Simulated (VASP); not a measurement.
Runs of VASP 6.6.1 on AlCo3. The structure is that of space group Pm-3m (No. 221), or close to it. The cells are those of the table. 

| task | level | spin | fixed moment (μB) | cell | cutoff (eV) | smearing | gap on the mesh (eV) | pressure (GPa) | moment (μB) |
| --- | --- | --- | --- | --- | --- | --- | --- | --- | --- |
| single point | PBEsol | collinear, ferromagnetic start | - | a = 3.477 Å, 4 atoms | 520 | gaussian 0.1 eV | none | 9.3 | 3.55 |
| single point | PBEsol | collinear, ferromagnetic start | - | a = 3.575 Å, 4 atoms | 520 | gaussian 0.1 eV | none | -7.6 | 3.85 |
| single point | PBEsol | collinear, ferromagnetic start | - | a = 3.575 Å, 4 atoms | 520 | gaussian 0.05 eV | none | -7.6 | (a) |
| single point | PBEsol | collinear, ferromagnetic start | 7.5 | a = 3.575 Å, 4 atoms | 520 | gaussian 0.1 eV | - | (b) | 7.50 |
| single point | r2SCAN | off | - | a = 3.575 Å, 4 atoms | 520 | gaussian 0.1 eV | none | -13.2 | - |
| single point | PBEsol | off | - | a = 3.575 Å, 4 atoms | 520 | gaussian 0.1 eV | none | -13.9 | - |
| relaxation of cell and atoms | PBEsol | off | - | relaxed from a = 3.575 Å, 4 atoms | 600 | gaussian 0.1 eV | none | 0.1 | - |
| single point | PBEsol | collinear, ferromagnetic start | 6.0 | a = 3.575 Å, 4 atoms | 520 | gaussian 0.1 eV | - | 2.6 | 6.00 |
| single point | PBEsol | collinear, ferromagnetic start | - | a = 3.575 Å, 4 atoms | 520 | methfessel-paxton 0.3 eV | none | -7.6 | 3.89 |
| single point | PBEsol | collinear, ferromagnetic start | - | a = 3.527 Å, 4 atoms | 520 | gaussian 0.1 eV | none | 0.1 | (c) |
| single point | PBEsol | collinear, ferromagnetic start | 3.0 | a = 3.575 Å, 4 atoms | 520 | gaussian 0.1 eV | - | -10.2 | 3.00 |

Alike in all rows: potentials or basis VASP PAW PBE potentials, release 64 (Al, Co); k mesh 12 × 12 × 12.

**Question.** Estimate the missing entries.

**Answer.** (a) 3.87; (b) 11.9; (c) 3.77.

Caveats: the PAW data sets were made with another functional, which shifts forces and pressure a little; the cell stands under tension (at least some runs); the total moment is fixed, so each spin has its own Fermi level (at least some runs); the cell stands under pressure (at least some runs); so wide a smearing shifts energies and pressures (at least some runs).

A gap of «none» marks levels without a gap at the run's occupations.
